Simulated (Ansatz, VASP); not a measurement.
Ni: VASP beside Ansatz

```xyz
1
Lattice="0.0000 1.4441 1.4441 1.4441 0.0000 1.4441 1.4441 1.4441 0.0000" Properties=species:S:1:pos:R:3 pbc="T T T"
Ni    0.0000    0.0000    0.0000
```

Change from the starting cell: volume scaled by 0.58, LAPW.

Alike in both runs: task single point; functional PBEsol; k mesh 19 × 19 × 19; occupations fermi-dirac, width 0.05 eV; collinear spin.

|  | VASP | Ansatz |
| --- | --- | --- |
| version | VASP 6.6.1 | Ansatz 0.2.0 |
| potentials or method | VASP PAW PBE potentials, release 64 (Ni), cutoff 520 eV | all-electron LAPW, scalar-relativistic |

```csv
,VASP,Ansatz,Ansatz less VASP
pressure (GPa),456.4,455.6,-0.85
net moment per atom (μB),0.43,0.44,+0.010
size of the moment on the site where the two differ most (μB),0.40,0.45,+0.043
```

VASP's potentials were made for PBE, not for PBEsol. Site moments also hang on the region over which each program counts them. Both programs put the cell under a high pressure, so it lies far from rest at this level. Ansatz ran all-electron here, and VASP with PAW potentials.

Noted on VASP's run: the cell as given lies far from equilibrium.
